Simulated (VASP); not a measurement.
NaF:

```
Na F
1.0
     0.00000    2.25802    2.25802
     2.25802    0.00000    2.25802
     2.25802    2.25802    0.00000
Na F
1 1
Direct
  0.00000 0.00000 0.00000
  0.25000 0.25000 0.25000
```

```yaml
Program: VASP 6.6.1
Task: relaxation of cell and atoms
Functional: PBE
Potentials_or_basis: VASP PAW PBE potentials, release 64 (Na_pv, F)
Cutoff: 600 eV
k_mesh: 8 × 8 × 8
Occupations: fermi-dirac, width 0.02 eV
Spin: no spin polarisation
```

At the start: pressure 32.1 GPa; volume 11.51 Å³/atom.

Question: How do energy, volume and symmetry change on relaxing?

Answer: Over 6 steps the energy falls by 382.9 meV/atom and the volume is 16.75 Å³/atom (+45.5 %); space group F-43m (No. 216, to 0.1 Å) before and after.

Step by step:
```
step  energy change (eV)  largest force (eV/Å)  pressure (GPa)  volume (Å³)
   1              0.0000                0.0000           32.12        23.03
   2             -0.7505                0.0000            2.77        31.60
   3             -0.7645                0.0000            0.74        32.90
   4             -0.7658                0.0000            0.05        33.40
   5             -0.7656                0.0000           -0.26        33.64
   6             -0.7658                0.0000           -0.05        33.50
```

Final structure:
```
CELL_PARAMETERS angstrom
0.00000 2.55866 2.55866
2.55866 0.00000 2.55866
2.55866 2.55866 0.00000
ATOMIC_POSITIONS crystal
Na 0.00000 0.00000 0.00000
F 0.25000 0.25000 0.25000
```

Caveat: the volume moved by over 15 % at a fixed basis, so the end points are rough.
